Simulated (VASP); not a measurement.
Na, 1 atom in the cell. It takes space group Im-3m (No. 229, cubic). Conventional cell: a = 4.225 Å, b = 4.225 Å, c = 4.225 Å, α = 90.00°, β = 90.00°, γ = 90.00°. Na (site symmetry m-3m) has 14 Na at 3.66 to 4.22 Å within 4.8 Å. 

```yaml
Program: VASP 6.6.1
Task: single point
Functional: r2SCAN
Potentials_or_basis: VASP PAW PBE potentials, release 64 (Na_pv)
Cutoff: 520 eV
k_mesh: 11 × 11 × 11
Occupations: gaussian, width 0.6 eV
Spin: no spin polarisation
Dipole_correction: no
Further_INCAR_settings: ALGO = Normal; EDIFF = 1e-06; NBANDS = 10
```

Potentials or basis: VASP PAW PBE potentials, release 64 (Na_pv).

Run with:

```console
$ cat potpaw_PBE.64/Na_pv/POTCAR > POTCAR
$ cp INCAR.step1 INCAR
$ mpirun -np 1 vasp_std > vasp.out
$ cp INCAR.step2 INCAR
$ mpirun -np 1 vasp_std > vasp.out
```

Hardware: 1 thread of Intel Xeon 6975P-C, with other jobs on the host.

Q: Estimate the wall time of this run.

A: It took 54 s on 1 thread of Intel Xeon 6975P-C, with other jobs on the host, peak memory 0.16 GiB. Counts: k points 56.
